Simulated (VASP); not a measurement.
Wanted: the native input for a VASP 6.6.1 run.

- Task: single point
- Functional: LDA
- Potentials or basis: VASP PAW LDA potentials, release 64 (Rb_sv, Cl)
- Cutoff: 500 eV
- k mesh: 8 × 8 × 8
- Occupations: gaussian, width 0.01 eV
- Spin: no spin polarisation
- Dipole correction: no
- Further INCAR settings: ALGO = Normal; EDIFF = 1e-06; NBANDS = 15

The structure of RbCl lies in POSCAR:

```
RbCl
1.0
    0.0000000000      3.0079028723      3.0079028723
    3.0079028723      0.0000000000      3.0079028723
    3.0079028723      3.0079028723      0.0000000000
Rb Cl
1 1
Direct
    0.0000000000      0.0000000000      0.0000000000
    0.5000000000      0.5000000000      0.5000000000
```

The input as run:

INCAR

```
SYSTEM = RbCl
PREC = Accurate
ENCUT = 500
EDIFF = 1E-6
ISMEAR = 0
SIGMA = 0.01
LREAL = .False.
LASPH = .True.
NELM = 120
ALGO = Normal
ISIF = 2
LWAVE = .False.
LCHARG = .True.
LELF = .True.
LVHAR = .True.
NBANDS = 15
GGA_COMPAT = .False.
```

KPOINTS

```
Automatic mesh
0
Gamma
  8 8 8
  0 0 0
```

Potentials or basis: VASP PAW LDA potentials, release 64 (Rb_sv, Cl).

Command:

```sh
$ cat potpaw_LDA.64/Rb_sv/POTCAR potpaw_LDA.64/Cl/POTCAR > POTCAR
$ mpirun -np 1 vasp_std > vasp.out
```

It gave:

```
Pressure               : 6.1 GPa
Band gap on the k mesh : 5.43 eV (least direct gap 5.46 eV)
```

Caveat: the cell stands under pressure.

Wall time 28 s on 1 thread of Intel Xeon 8259CL, with other jobs on the host, peak memory 0.16 GiB.
